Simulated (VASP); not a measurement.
# Be2Ga2C3 (P6/mmm) in VASP: a series of runs

Runs on Be2Ga2C3. Level: PBE. Tasks: single point, relaxation of cell and atoms.

All numbers are computed with VASP 6.6.1; they aren't measurements. Logs are shortened: lines on timing, memory, paths and dates and some standing lists are left out, and cuts for length are marked.

### Step 1. The cell of the first run

It takes space group P6/mmm (No. 191, hexagonal). Conventional cell: a = 2.852 Å, b = 2.852 Å, c = 12.644 Å, α = 90.00°, β = 90.00°, γ = 120.00°. Be (site symmetry -6m2) has 3 Be at 1.65 Å and 3 C at 1.65 Å within 2.2 Å. Within 3.8 Å of Ga (site symmetry 6mm) lie 6 Ga at 2.85 Å and 7 C at 3.01 to 3.70 Å and 6 Be at 3.43 Å. C (site symmetry 6/mmm) has 6 Be at 1.65 Å within 2.2 Å. Within 2.2 Å of C (site symmetry -6m2) lie 3 C at 1.65 Å.

### Step 2. Single point, PBE

INCAR

```
SYSTEM = Be2Ga2C3
ALGO = Normal
EDIFF = 1E-6
ENCUT = 520
GGA = PE
ISIF = 2
ISMEAR = 0
LASPH = .True.
LCHARG = .False.
LREAL = .False.
LWAVE = .False.
NBANDS = 30
NELM = 100
PREC = Accurate
SIGMA = 0.1
```

KPOINTS

```
k-points
0
Gamma
  15 15 4
  0 0 0
```

POSCAR

```
Be2Ga2C3
1.0
    2.8519159544      0.0000000000      0.0000000000
   -1.4259579772      2.4698316660      0.0000000000
    0.0000000000      0.0000000000     12.6435970306
Be Ga C
2 2 3
Direct
    0.3333333333      0.6666666667      0.5000000000
    0.6666666667      0.3333333333      0.5000000000
    0.0000000000      0.0000000000      0.2621248808
    0.0000000000      0.0000000000      0.7378751192
    0.0000000000      0.0000000000      0.5000000000
    0.3333333333      0.6666666667      0.0000000000
    0.6666666667      0.3333333333      0.0000000000
```

Potentials or basis: VASP PAW PBE potentials, release 64 (Be, Ga_d, C).

The run is started by

```console
$ cat potpaw_PBE.64/Be/POTCAR potpaw_PBE.64/Ga_d/POTCAR potpaw_PBE.64/C/POTCAR > POTCAR
$ mpirun -np 1 vasp_std > vasp.out
```

OUTCAR:

```text
SYSTEM = Be2Ga2C3
   EDIFF = 1E-6
   ENCUT = 520
   GGA = PE
   ISIF = 2
   ISMEAR = 0
   LASPH = .True.
   LREAL = .False.
   NELM = 100
   PREC = Accurate

 ion  position               nearest neighbor table
   1  0.333  0.667  0.500-   5 1.65   2 1.65   2 1.65   5 1.65   5 1.65   2 1.65
   2  0.667  0.333  0.500-   5 1.65   1 1.65   1 1.65   5 1.65   5 1.65   1 1.65
   3  0.000  0.000  0.262-
   4  0.000  0.000  0.738-
   5  0.000  0.000  0.500-   1 1.65   2 1.65   2 1.65   1 1.65   2 1.65   1 1.65
   6  0.333  0.667  0.000-   7 1.65   7 1.65   7 1.65
   7  0.667  0.333  0.000-   6 1.65   6 1.65   6 1.65

  LATTYP: Found a hexagonal cell.
 ALAT       =     2.8519159544
 C/A-ratio  =     4.4333694375

  Lattice vectors:

 A1 = (   2.8519159544,   0.0000000000,   0.0000000000)
 A2 = (  -1.4259579772,   2.4698316660,   0.0000000000)
 A3 = (   0.0000000000,   0.0000000000,  12.6435970306)

Analysis of symmetry for initial positions (statically):
=====================================================================
 Subroutine PRICEL returns:
 Original cell was already a primitive cell.

 Routine SETGRP: Setting up the symmetry group for a
 hexagonal supercell.

 Subroutine GETGRP returns: Found 24 space group operations
 (whereof 24 operations were pure point group operations)
 out of a pool of 24 trial point group operations.

The static configuration has the point symmetry D_6h.

Analysis of symmetry for dynamics (positions and initial velocities):
=====================================================================
 Subroutine PRICEL returns:
 Original cell was already a primitive cell.

 Routine SETGRP: Setting up the symmetry group for a
 hexagonal supercell.

 Subroutine GETGRP returns: Found 24 space group operations
 (whereof 24 operations were pure point group operations)
 out of a pool of 24 trial point group operations.

The dynamic configuration has the point symmetry D_6h.

 Subroutine INISYM returns: Found 24 space group operations
 (whereof 24 operations are pure point group operations),
 and found     1 'primitive' translations

----------------------------------------------------------------------------------------

                                     Primitive cell

  volume of cell :      89.0584

  direct lattice vectors                    reciprocal lattice vectors
     2.851915954  0.000000000  0.000000000     0.350641469  0.202442947  0.000000000
    -1.425957977  2.469831666  0.000000000     0.000000000  0.404885893  0.000000000
     0.000000000  0.000000000 12.643597031     0.000000000  0.000000000  0.079091417

  length of vectors
     2.851915954  2.851915954 12.643597031     0.404885893  0.404885893  0.079091417

  position of ions in fractional coordinates (direct lattice)
     0.333333333  0.666666667  0.500000000
     0.666666667  0.333333333  0.500000000
     0.000000000  0.000000000  0.262124881
     0.000000000  0.000000000  0.737875119
     0.000000000  0.000000000  0.500000000
     0.333333333  0.666666667  0.000000000
     0.666666667  0.333333333  0.000000000

  ion indices of the primitive-cell ions
   primitive index   ion index
                 1           1
                 2           2
                 3           3
                 4           4
                 5           5
                 6           6
                 7           7

----------------------------------------------------------------------------------------

 KPOINTS: k-points

Automatic generation of k-mesh.
 Grid dimensions read from file:
 generate k-points for:   15   15    4

 Generating k-lattice:

  Cartesian coordinates                     Fractional coordinates (reciprocal lattice)
     0.023376098  0.013496196  0.000000000     0.066666667  0.000000000  0.000000000
     0.000000000  0.026992393  0.000000000     0.000000000  0.066666667  0.000000000
     0.000000000  0.000000000  0.019772854     0.000000000  0.000000000  0.250000000

  Length of vectors
     0.026992393  0.026992393  0.019772854

  Shift w.r.t. Gamma in fractional coordinates (k-lattice)
     0.000000000  0.000000000  0.000000000

 Subroutine IBZKPT returns following result:
 ===========================================

 Found     81 irreducible k-points:

 Following reciprocal coordinates:
            Coordinates               Weight
  0.000000  0.000000  0.000000      1.000000
  0.066667  0.000000  0.000000      6.000000
  0.133333 -0.000000  0.000000      6.000000
  0.200000  0.000000  0.000000      6.000000
  0.266667 -0.000000  0.000000      6.000000
  0.333333 -0.000000  0.000000      6.000000
[... 16 lines left out ...]
  0.333333  0.200000  0.000000     12.000000
  0.400000  0.200000  0.000000      6.000000
 [... further k-points ...]
   k-points           NKPTS =     81   k-points in BZ     NKDIM =     81   number of bands    NBANDS=     30
   number of dos      NEDOS =    301   number of ions     NIONS =      7
   total plane-waves  NPLWV =  55296
   dimension x,y,z NGX =    24 NGY =   24 NGZ =   96
   dimension x,y,z NGXF=    48 NGYF=   48 NGZF=  192
   ions per type =               2   2   3
   NGX,Y,Z   is equivalent  to a cutoff of  13.99, 13.99, 12.62 a.u.
   NGXF,Y,Z  is equivalent  to a cutoff of  27.98, 27.98, 25.25 a.u.
 SYSTEM =  Be2Ga2C3
   PREC   = accura    normal or accurate (medium, high low for compatibility)
   ISTART =      0    job   : 0-new  1-cont  2-samecut
   ICHARG =      2    charge: 1-file 2-atom 10-const
   ISPIN  =      1    spin polarized calculation?
   LNONCOLLINEAR =      F non collinear calculations
   LSORBIT =      F    spin-orbit coupling
   LASPH  =      T    aspherical Exc in radial PAW
   ENCUT  =  520.0 eV  38.22 Ry    6.18 a.u.   5.30  5.30 23.51*2*pi/ulx,y,z
   NELM   =    100;   NELMIN=  2; NELMDL= -5     # of ELM steps
   EDIFF  = 0.1E-05   stopping-criterion for ELM
   LREAL  =      F    real-space projection
   EDIFFG = 0.1E-04   stopping-criterion for IOM
   NSW    =      0    number of steps for IOM
   IBRION =     -1    ionic relax: 0-MD 1-quasi-New 2-CG
   NFREE  =      0    steps in history (QN), initial steepest desc. (CG)
   ISIF   =      2    stress and relaxation
   ISYM   =      2    0-nonsym 1-usesym 2-fastsym
   POTIM  = 0.5000    time-step for ionic-motion
   TEBEG  =    0.0;   TEEND  =   0.0 temperature during run
   PSTRESS=    0.0 pullay stress
   NELECT =      42.0000    total number of electrons
   NUPDOWN=      -1.0000    fix difference up-down
   EMIN   =  10.00;   EMAX   =-10.00  energy-range for DOS
   EFERMI =   0.00;   METHOD = LEGACY
   ISMEAR =     0;   SIGMA  =   0.10  broadening in eV -4-tet -1-fermi 0-gaus
   EFERMI_NEDOS =   21; number of points for ismear=-14 and -15
   IALGO  =     38    algorithm
   IMIX   =      4    mixing-type and parameters
     AMIX     =   0.40;   BMIX     =  1.00
     AMIX_MAG =   1.60;   BMIX_MAG =  1.00
  volume/ion in A,a.u.               =      12.72        85.86
  Fermi-wavevector in a.u.,A,eV,Ry     =   1.274284  2.408048 22.093149  1.623801
  Thomas-Fermi vector in A             =   2.407061
   LORBIT       =      0    0 simple, 1 ext, 2 COOP (PROOUT), +10 PAW based schemes
   GGA     = PE    functional components
   LHFCALC =     F    Hartree Fock is set to
   AEXX    =    0.0000 exact exchange contribution
   IVDW    =     0    specifies the selected vdW correction
   LEPSILON=     F    determine dielectric tensor
   LRPA    =     F    only Hartree local field effects (RPA)
 non-spin polarized calculation
 Gauss-broadening in eV      SIGMA  =   0.10
  energy-cutoff  :      520.00
  volume of cell :       89.06
 maximum number of plane-waves:      2418
 NGX is ok and might be reduce to    24
   NGX = 11   NGY = 11   NGZ = 47

 number of electron      42.0000007 magnetization

 Free energy of the ion-electron system (eV)
  ---------------------------------------------------
  ext. energy  EPLUGINS =         0.00000000
  ---------------------------------------------------
  free energy    TOTEN  =       -35.61488565 eV

  energy without entropy =      -35.61006600  energy(sigma->0) =      -35.61247583

 E-fermi :   4.8786     XC(G=0): -10.1222

 val. band max:        4.8574297639   @ k =   0.2000   0.0000   0.5000
 cond. band min:       4.9050720185   @ k =   0.0667   0.0667   0.5000
 fundamental gap:      0.0476422546
 Fermi energy:         4.8786047268

 k-point     1 :       0.0000    0.0000    0.0000
  band No.  band energies     occupation
      1     -12.1964      2.00000
      2     -10.5566      2.00000
      3     -10.2871      2.00000
      4     -10.2487      2.00000
      5     -10.1174      2.00000
      6     -10.1174      2.00000
[... 22 lines left out ...]
     29      11.1273      0.00000
     30      13.3088      0.00000

 k-point     2 :       0.0667    0.0000    0.0000
  band No.  band energies     occupation
      1     -12.1166      2.00000
      2     -10.5138      2.00000
      3     -10.2774      2.00000
      4     -10.2330      2.00000
      5     -10.1210      2.00000
      6     -10.1209      2.00000
[... 22 lines left out ...]
     29      10.9286      0.00000
     30      13.1114      0.00000

 k-point     3 :       0.1333   -0.0000    0.0000
  band No.  band energies     occupation
      1     -11.8779      2.00000
      2     -10.3996      2.00000
      3     -10.2539      2.00000
      4     -10.1873      2.00000
      5     -10.1285      2.00000
      6     -10.1228      2.00000
[... 22 lines left out ...]
     29      11.0506      0.00000
     30      12.3408      0.00000

 k-point     4 :       0.2000    0.0000    0.0000
  band No.  band energies     occupation
      1     -11.4834      2.00000
      2     -10.2836      2.00000
      3     -10.2353      2.00000
      4     -10.1576      2.00000
      5     -10.1260      2.00000
      6     -10.0903      2.00000
[... 616 lines left out ...]
     29      10.5173      0.00000
     30      10.8687      0.00000

 k-point    23 :       0.3333    0.2000    0.0000
  band No.  band energies     occupation
      1     -10.1753      2.00000
      2     -10.1739      2.00000
      3     -10.1694      2.00000
      4     -10.1678      2.00000
      5     -10.0861      2.00000
      6     -10.0857      2.00000
[... 22 lines left out ...]
     29      10.3036      0.00000
     30      10.4282      0.00000

 k-point    24 :       0.4000    0.2000    0.0000
  band No.  band energies     occupation
      1     -10.1787      2.00000
      2     -10.1775      2.00000
      3     -10.1720      2.00000
      4     -10.1709      2.00000
      5     -10.0903      2.00000
      6     -10.0899      2.00000
[... 22 lines left out ...]
     29      10.1794      0.00000
     30      10.3947      0.00000

 [... further k-points ...]
[... 5 lines left out ...]
  --------------------------------------------------------------------------------------
  -------------------------------------------------------------------------------------
  Total        0.1257043      0.1257043      0.0195524      0.0000000      0.0000000      0.0000000
  in kB        2.2614440      2.2614440      0.3517523      0.0000000      0.0000000      0.0000000
  external PRESSURE =       1.6248801 kB  Pullay stress =       0.0000000 kB

 VOLUME and BASIS-vectors are now :
 -----------------------------------------------------------------------------
  energy-cutoff  :      520.00
  volume of cell :       89.06
      direct lattice vectors                 reciprocal lattice vectors
     2.851915954  0.000000000  0.000000000     0.350641469  0.202442947  0.000000000
    -1.425957977  2.469831666  0.000000000     0.000000000  0.404885893  0.000000000
     0.000000000  0.000000000 12.643597031     0.000000000  0.000000000  0.079091417

 POSITION                                       TOTAL-FORCE (eV/Angst)
 -----------------------------------------------------------------------------------
     -0.00000      1.64655      6.32180         0.000000     -0.000000      0.000000
      1.42596      0.82328      6.32180        -0.000000     -0.000000      0.000000
      0.00000      0.00000      3.31420         0.000000      0.000000      0.000991
      0.00000      0.00000      9.32940        -0.000000     -0.000000     -0.000991
      0.00000      0.00000      6.32180         0.000000     -0.000000      0.000000
     -0.00000      1.64655      0.00000         0.000000     -0.000000     -0.000000
      1.42596      0.82328      0.00000        -0.000000      0.000000      0.000000
 -----------------------------------------------------------------------------------
    total drift:                                0.000000     -0.000000      0.000000

  FREE ENERGIE OF THE ION-ELECTRON SYSTEM (eV)
  ---------------------------------------------------
  free  energy   TOTEN  =       -35.6148856502 eV

  energy  without entropy=      -35.6100660037  energy(sigma->0) =      -35.61247583
```

It took 2.8 min on 1 thread of Intel Xeon Platinum 8488C (Sapphire Rapids), shared host; peak memory 0.35 GiB.

Results:

```
Free energy            : -35.6149 eV
Pressure               : 0.2 GPa
Band gap on the k mesh : zero (band 21 reaches 6.61 eV, above the bottom of band 22 at 2.94 eV)
```

Levels at points of the mesh, in eV from the Fermi level:
```tsv
k point	band 18	band 19	band 20	band 21	band 22	band 23	band 24	band 25
(0.00, 0.00, 0.00)	-3.69	-3.17	-3.17	-1.63	0.43	1.85	1.85	3.45
(0.00, 0.00, 0.50)	-3.69	-3.17	-3.17	-0.97	-0.30	1.85	1.85	3.45
```

(Part 1 of 2 ends here.)
